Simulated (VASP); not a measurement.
Runs of VASP 6.6.1 on SiC. The structure is that of space group P6_3mc (No. 186), or close to it. The cells are those of the table. 

```tsv
level	potentials or basis	cell	gap on the mesh (eV)	pressure (GPa)	largest force (eV/Å)
LDA	VASP PAW LDA potentials, release 64 (Si, C)	a = 3.076, b = 3.076, c = 10.071 Å, angles 90.0, 90.0, 120.0°, 8 atoms	2.17	-3.4	-
PBE exchange alone	VASP PAW PBE potentials, release 64 (Si, C)	a = 3.179, b = 3.179, c = 10.417 Å, angles 90.0, 90.0, 120.0°, 8 atoms	2.49	(b)	-
PBEsol	VASP PAW PBE potentials, release 64 (Si, C)	a = 3.055, b = 3.055, c = 10.003 Å, angles 90.0, 90.0, 120.0°, 8 atoms	2.11	(a)	0.01
SVWN5	VASP PAW PBE potentials, release 64 (Si, C)	a = 3.096, b = 3.096, c = 10.137 Å, angles 90.0, 90.0, 120.0°, 8 atoms	2.17	-6.8	0.01
RPBE	VASP PAW PBE potentials, release 64 (Si, C)	a = 3.110, b = 3.110, c = 10.180 Å, angles 90.0, 90.0, 120.0°, 8 atoms	(c)	-0.5	-
```

Alike in all rows: task single point; no spin polarisation; k mesh 10 × 10 × 3; cutoff (eV) 520; smearing fermi-dirac 0.05 eV.

Q: Fill in the values left out.

A: (a) 5.5; (b) 0.3; (c) 2.24.

Caveats: the PAW data sets were made with another functional, which shifts forces and pressure a little (some runs).

A k mesh can miss the band edges.
